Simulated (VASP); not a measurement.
Wanted: the native input for a VASP 6.6.1 run.

| Property | Result |
| --- | --- |
| Task | single point |
| Functional | PBE |
| Potentials or basis | VASP PAW PBE potentials, release 64 (Ba_sv, S) |
| Cutoff | 520 eV |
| k mesh | 6 × 6 × 6 |
| Occupations | gaussian, width 0.01 eV |
| Spin | no spin polarisation |
| Dipole correction | no |
| Further INCAR settings | ALGO = Normal; EDIFF = 1e-06; NBANDS = 15 |

The structure of BaS lies in POSCAR:

```
BaS
1.0
    3.8794389459      0.0000000000      0.0000000000
    0.0000000000      3.8794389459      0.0000000000
    0.0000000000      0.0000000000      3.8794389459
Ba S
1 1
Direct
    0.0000000000      0.0000000000      0.0000000000
    0.5000000000      0.5000000000      0.5000000000
```

This cell differs from its parent crystal: volume changed by +3%.

These files were run (other wordings do the same):

INCAR

```
SYSTEM = BaS
PREC = Accurate
ENCUT = 520
EDIFF = 1E-6
ISMEAR = 0
SIGMA = 0.01
LREAL = .False.
LASPH = .True.
NELM = 100
ALGO = Normal
ISIF = 2
LWAVE = .False.
LCHARG = .True.
GGA = PE
LELF = .True.
LVHAR = .True.
NBANDS = 15
```

KPOINTS

```
Automatic mesh
0
Gamma
  6 6 6
  0 0 0
```

Potentials or basis: VASP PAW PBE potentials, release 64 (Ba_sv, S).

Launch:

```console
$ cat potpaw_PBE.64/Ba_sv/POTCAR potpaw_PBE.64/S/POTCAR > POTCAR
$ mpirun -np 1 vasp_std > vasp.out
```

Results of the run:

| Quantity | Value |
| --- | --- |
| Pressure | -0.5 GPa |
| Band gap on the k mesh | 1.49 eV, indirect (least direct gap 1.62 eV) |

Caveat: spin-orbit coupling is left out, which moves the levels of the heavy elements.

It took 25 s on 1 thread of Intel Xeon 8259CL (shared host), peak memory 0.17 GiB.
